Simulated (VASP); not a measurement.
A run of VASP 6.6.1 is set up as follows.

INCAR

```
SYSTEM = Zn12HCNO12
PREC = Accurate
ENCUT = 520
EDIFF = 1E-6
ISMEAR = 0
SIGMA = 0.05
LREAL = .False.
LASPH = .True.
NELM = 120
ALGO = Normal
ISIF = 2
LWAVE = .False.
LCHARG = .False.
LDIPOL = .True.
IDIPOL = 3
DIPOL = 0.5 0.5 0.444
GGA = PE
IVDW = 12
NBANDS = 132
GGA_COMPAT = .False.
NELMDL = -8
```

Contents of KPOINTS:

```
regular mesh
0
Gamma
  3 3 1
  0 0 0
```

The input POSCAR:

```
Zn12HCNO12
1.0
    6.5094894487      0.0000000000      0.0000000000
    0.0000000000      5.2564237859      0.0000000000
    0.0000000000      0.0000000000     26.7925470996
Zn O C N H
12 12 1 1 1
Direct
    0.5000000000      0.9983827814      0.2985904987
    0.0000000000      0.9983827814      0.2985904987
    0.7500000000      0.4983827814      0.3336586043
    0.2500000000      0.4983827814      0.3336586043
    0.7500000000      0.9983827814      0.4037948156
    0.2500000000      0.9983827814      0.4037948156
   -0.0004547308      0.4952042838      0.4365922566
    0.5004547308      0.4952042838      0.4365922566
    0.0011040422      0.9966717213      0.5115449612
    0.4988959578      0.9966717213      0.5115449612
    0.2500000000      0.4591333439      0.5312876787
    0.7500000000      0.4696895643      0.5345068929
    0.5000000000      0.6195172186      0.2985904987
    0.0000000000      0.6195172186      0.2985904987
    0.7500000000      0.1195172186      0.3336586043
    0.2500000000      0.1195172186      0.3336586043
    0.7500000000      0.6195172186      0.4037948156
    0.2500000000      0.6195172186      0.4037948156
    0.0002907690      0.1175161162      0.4381963650
    0.4997092310      0.1175161162      0.4381963650
    0.0003410584      0.6180969518      0.5087537594
    0.4996589416      0.6180969518      0.5087537594
    0.2500000000      0.1108726233      0.5442624605
    0.7500000000      0.1109437160      0.5422908879
    0.7500000000      0.2945396877      0.6331009329
    0.7500000000      0.5147981143      0.6295541452
    0.7500000000      0.0897747122      0.6363125280
```

Potentials or basis: VASP PAW PBE potentials, release 64 (Zn, O, C, N, H).

The run is started by

```console
$ cat potpaw_PBE.64/Zn/POTCAR potpaw_PBE.64/O/POTCAR potpaw_PBE.64/C/POTCAR potpaw_PBE.64/N/POTCAR potpaw_PBE.64/H/POTCAR > POTCAR
$ mpirun -np 1 vasp_std > vasp.out
```

Q: Predict the largest force.

A: 1.708 eV/Å.

Q: What does it give for the dispersion energy per atom?

A: -0.160 eV.

Q: What does it give for the band gap on the k mesh?

A: 0.73 eV.

Forces on the atoms (eV/Å):
```
Zn  -0.003 -1.325  1.079
Zn   0.003 -1.325  1.079
Zn   0.000  0.668 -0.864
Zn   0.000  0.667 -0.852
Zn   0.000 -0.158  0.300
Zn   0.000 -0.175  0.261
Zn   0.000 -0.006  0.022
Zn   0.000 -0.006  0.022
Zn   0.001 -0.008 -0.021
Zn  -0.001 -0.008 -0.021
Zn   0.000  0.034  0.039
Zn   0.000  0.031  0.036
O    0.002  0.682  0.078
O   -0.002  0.682  0.078
O    0.000  0.082 -0.962
O    0.000  0.082 -0.976
O    0.000  0.073  0.243
O    0.000  0.054  0.268
O   -0.001 -0.007  0.027
O    0.001 -0.007  0.027
O    0.001  0.034 -0.011
O   -0.001  0.034 -0.011
O    0.000 -0.069  0.085
O    0.000 -0.038  0.066
C    0.000 -0.433  0.072
N    0.000  0.412 -0.050
H    0.000  0.026 -0.014
```

Caveat: semilocal functionals underestimate gaps, and a narrow one can read as zero.
